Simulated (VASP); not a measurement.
Runs of VASP 6.6.1 on Al2O3 (Corundum). The structure is that of space group R-3c (No. 167), or close to it. The cells are those of the table. 

```csv
task,level,cell,k mesh,smearing,k mesh for the DOS,occupations for the DOS,gap on the mesh (eV),pressure (GPa),largest force (eV/Å)
single point,revPBE,"a = 5.025 Å, angles 55.3°, 10 atoms",7 × 7 × 7,fermi-dirac 0.05 eV,-,-,(b),29.3,0.08
single point,PBE+D3(BJ),"a = 5.148 Å, angles 55.3°, 10 atoms",7 × 7 × 7,fermi-dirac 0.05 eV,-,-,6.07,-0.1,-
single point,revPBE,"a = 5.096 Å, angles 55.3°, 10 atoms",7 × 7 × 7,fermi-dirac 0.05 eV,-,-,6.55,16.3,0.04
single point,revPBE,"a = 5.061 Å, angles 55.3°, 10 atoms",7 × 7 × 7,fermi-dirac 0.05 eV,-,-,6.81,22.5,0.06
single point,PBE,"a = 5.130 Å, angles 55.3°, 10 atoms",4 × 4 × 4,gaussian 0.01 eV,-,-,6.22,7.2,0.03
single point,revPBE,"a = 5.130 Å, angles 55.3°, 10 atoms",7 × 7 × 7,fermi-dirac 0.05 eV,-,-,(a),10.8,0.03
single point,PBE,"a = 5.130 Å, angles 55.3°, 10 atoms",7 × 7 × 7,gaussian 0.012 eV,-,-,6.22,7.2,0.03
```

Alike in all rows: potentials or basis VASP PAW PBE potentials, release 64 (Al, O); no spin polarisation; cutoff (eV) 520.

Estimate the missing entries.

(a) 6.29; (b) 7.09.

Caveats: the PAW data sets were made with another functional, which shifts forces and pressure a little (some runs).

A k mesh can miss the band edges.
